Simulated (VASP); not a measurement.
Input of a VASP 6.6.1 run:

The input POSCAR:

```
HgS
1.0
    0.0000000000      2.9289995691      2.9289995691
    2.9289995691      0.0000000000      2.9289995691
    2.9289995691      2.9289995691      0.0000000000
Hg S
1 1
Direct
    0.0000000000      0.0000000000      0.0000000000
    0.7500000000      0.7500000000      0.7500000000
```

INCAR.step1

```
SYSTEM = HgS
PREC = Accurate ; ENCUT = 400
EDIFF = 1E-5 ; ISMEAR = 0
SIGMA = 0.05 ; LREAL = .False.
LASPH = .True. ; NELM = 120
ALGO = Normal ; ISIF = 2
LWAVE = .True. ; LCHARG = .False.
GGA = PE ; NBANDS = 16
GGA_COMPAT = .False.
```

INCAR.step2

```
SYSTEM = HgS
PREC = Accurate ; ENCUT = 400
EDIFF = 1E-6 ; ISMEAR = 0
SIGMA = 0.05 ; LREAL = .False.
LASPH = .True. ; NELM = 120
ALGO = Normal ; ISIF = 2
LWAVE = .False. ; LCHARG = .False.
GGA = PE ; LHFCALC = .True.
AEXX = 0.05 ; PRECFOCK = Normal
ISTART = 1 ; NBANDS = 16
GGA_COMPAT = .False.
```

File KPOINTS:

```
Automatic mesh
0
Gamma
  6 6 6
  0 0 0
```

Potentials or basis: VASP PAW PBE potentials, release 64 (Hg, S).

The run is started by

```sh
$ cat potpaw_PBE.64/Hg/POTCAR potpaw_PBE.64/S/POTCAR > POTCAR
$ cp INCAR.step1 INCAR
$ mpirun -np 1 vasp_std > vasp.out
$ cp INCAR.step2 INCAR
$ mpirun -np 1 vasp_std > vasp.out
```

(1) Estimate the pressure.

(2) What does it give for the band gap on the k mesh?

Answers

(1) 3.9 GPa.

(2) zero (filled and empty bands touch).

Caveat: the cell stands under pressure; the PAW data sets were made with another functional, which shifts forces and pressure a little; spin-orbit coupling is left out, which moves the levels of the heavy elements.
